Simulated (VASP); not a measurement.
A run of VASP 6.6.1 is set up as follows.

Contents of INCAR:

```
PREC     = Accurate       # precision mode
ENCUT    = 520            # plane-wave cutoff, eV
EDIFF    = 1E-7           # SCF threshold, eV
ISMEAR   = -1             # smearing method
SIGMA    = 0.05           # smearing width, eV
LREAL    = F              # projectors in reciprocal space
LASPH    = T              # aspherical terms in the spheres
NELM     = 60             # most SCF steps
ALGO     = Normal         # electronic algorithm
ISIF     = 2              # what is computed and relaxed
LWAVE    = F              # write WAVECAR
LCHARG   = T              # write CHGCAR
GGA      = B5             # functional
ALDAX    = 1.0          
AGGAX    = 1.0          
AGGAC    = 1.0          
ALDAC    = 0.0          
LELF     = T              # ELF
LVHAR    = T            
NBANDS   = 16             # bands
```

File KPOINTS:

```
regular mesh
0
Gamma
  7 7 7
```

Contents of POSCAR:

```
CdTe
1.0
    0.0000000000      3.2262257841      3.2262257841
    3.2262257841      0.0000000000      3.2262257841
    3.2262257841      3.2262257841      0.0000000000
Te Cd
1 1
Direct
    0.7500000000      0.7500000000      0.7500000000
    0.0000000000      0.0000000000      0.0000000000
```

Potentials or basis: VASP PAW PBE potentials, release 64 (Te, Cd).

Launch:

```bash
$ cat potpaw_PBE.64/Te/POTCAR potpaw_PBE.64/Cd/POTCAR > POTCAR
$ mpirun -np 1 vasp_std > vasp.out
```

Q: Predict the band gap on the k mesh.

A: 0.76 eV.

Q: What does it give for the pressure?

A: 6.1 GPa.

Caveat: the cell stands under pressure; the PAW data sets were made with another functional, which shifts forces and pressure a little; spin-orbit coupling is left out, which moves the levels of the heavy elements. A hybrid or GW would open this gap; BLYP tends to underestimate it.
